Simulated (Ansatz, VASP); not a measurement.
# Two plane-wave programs on SnSe

Contents of POSCAR:

```
SnSe
1.0
    4.4146776633      0.0000000000      0.0000000000
    0.0000000000      4.4146776633      0.0000000000
    0.0000000000      0.0000000000     10.6601534985
Sn Se
2 2
Direct
    0.5000000000      0.0000000000      0.3713940256
    0.0000000000      0.5000000000      0.6286059744
    0.5000000000      0.0000000000      0.6150878817
    0.0000000000      0.5000000000      0.3849121183
```

File INCAR.step1:

```
SYSTEM = SnSe
ALGO = Normal
EDIFF = 1E-4
ENCUT = 520
GGA = PE
ISMEAR = 0
LASPH = .True.
LCHARG = .False.
LREAL = .False.
LWAVE = .True.
NBANDS = 28
NELM = 100
PREC = Accurate
SIGMA = 0.05
```

File INCAR.step2:

```
SYSTEM = SnSe
ALGO = Normal
EDIFF = 1E-6
ENCUT = 520
ISIF = 2
ISMEAR = 0
ISTART = 1
LASPH = .True.
LCHARG = .False.
LMIXTAU = .True.
LREAL = .False.
LWAVE = .False.
METAGGA = R2SCAN
NBANDS = 28
NELM = 100
PREC = Accurate
SIGMA = 0.05
```

File KPOINTS:

```
k-points
0
Gamma
  6 6 4
  0 0 0
```

Input for Ansatz:

```yaml
crystal:
  lattice:
    - [4.4146776633, 0.0, 0.0]
    - [0.0, 4.4146776633, 0.0]
    - [0.0, 0.0, 10.6601534985]
  atoms:
    - { symbol: Sn, position: [0.5, 0.0, 0.3713940256] }
    - { symbol: Sn, position: [0.0, 0.5, 0.6286059744] }
    - { symbol: Se, position: [0.5, 0.0, 0.6150878817] }
    - { symbol: Se, position: [0.0, 0.5, 0.3849121183] }
basis:
  ecutwfc: 500
kpoints:
  mp_grid: { grid: [6, 6, 4] }
hamiltonian:
  xc: r2scan
scf:
  occupations: { method: gaussian, width: 0.05 }
output:
  forces: true
  stress: true
  eigenvalues: true
```

Change from the starting cell: strain +0.030 along x and y, -0.030 along z, atoms carried along.

Alike in both runs: task single point; functional r2SCAN; k mesh 6 × 6 × 4; occupations gaussian, width 0.05 eV; no spin polarisation.

|  | VASP | Ansatz |
| --- | --- | --- |
| version | VASP 6.6.1 | Ansatz 0.2.0 |
| potentials or method | VASP PAW PBE potentials, release 64 (Sn_d, Se), cutoff 520 eV | scalar-relativistic, plane waves, PAW |
| valence electrons in the cell | 40 | 60 |

Ansatz gave:

```
gap on the k mesh at the Fermi level (eV) : 1.74
least direct gap on the mesh (eV)         : 1.74
rms of the force components (eV/Å)        : 0.224
```

**Question.** What did VASP give for the same quantities?

**Answer.** gap on the k mesh at the Fermi level (eV): 1.73; least direct gap on the mesh (eV): 1.73; rms of the force components (eV/Å): 0.233.

VASP's potentials were made for PBE, not for r2SCAN. Atom by atom the forces differ by 0.010 eV/Å (rms over components). VASP's potentials hold 40 valence electrons a cell and Ansatz's 60, so a difference there can come from the potentials and not from the codes.
